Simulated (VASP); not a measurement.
Write the native input for VASP 6.6.1 that does the following.

| Item | Value |
| --- | --- |
| Task | single point |
| Functional | PBEsol |
| Potentials or basis | VASP PAW PBE potentials, release 64 (Ca_sv, O) |
| Cutoff | 520 eV |
| k mesh | 8 × 8 × 8 |
| Occupations | gaussian, width 0.05 eV |
| Spin | no spin polarisation |
| Dipole correction | no |
| Further INCAR settings | ALGO = Normal; EDIFF = 1e-07; NBANDS = 15 |

The structure of CaO (Lime) lies in POSCAR:

```
CaO
1.0
    0.0000000000      2.3984783333      2.4065000000
    2.3984783333      0.0000000000      2.4065000000
    2.3984783333      2.3984783333      0.0000000000
Ca O
1 1
Direct
    0.0000000000      0.0000000000      0.0000000000
    0.5000000000      0.5000000000      0.5000000000
```

One way to write it, as run:

INCAR

```
PREC = Accurate
ENCUT = 520
EDIFF = 1E-7
ISMEAR = 0
SIGMA = 0.05
LREAL = False
LASPH = True
NELM = 100
ALGO = Normal
ISIF = 2
LWAVE = False
LCHARG = False
GGA = PS
NBANDS = 15
```

KPOINTS

```
Automatic mesh
0
Gamma
  8 8 8
```

Potentials or basis: VASP PAW PBE potentials, release 64 (Ca_sv, O).

The run is started by

```bash
$ cat potpaw_PBE.64/Ca_sv/POTCAR potpaw_PBE.64/O/POTCAR > POTCAR
$ mpirun -np 1 vasp_std > vasp.out
```

Results of the run:

```
Pressure               : -1.8 GPa
Band gap on the k mesh : 3.53 eV, indirect (least direct gap 3.91 eV)
```

Caveat: the PAW data sets were made with another functional, which shifts forces and pressure a little.

Wall time 26 s on 1 thread of AMD EPYC 7R13 Processor (Zen 3) (shared host), peak memory 0.14 GiB.
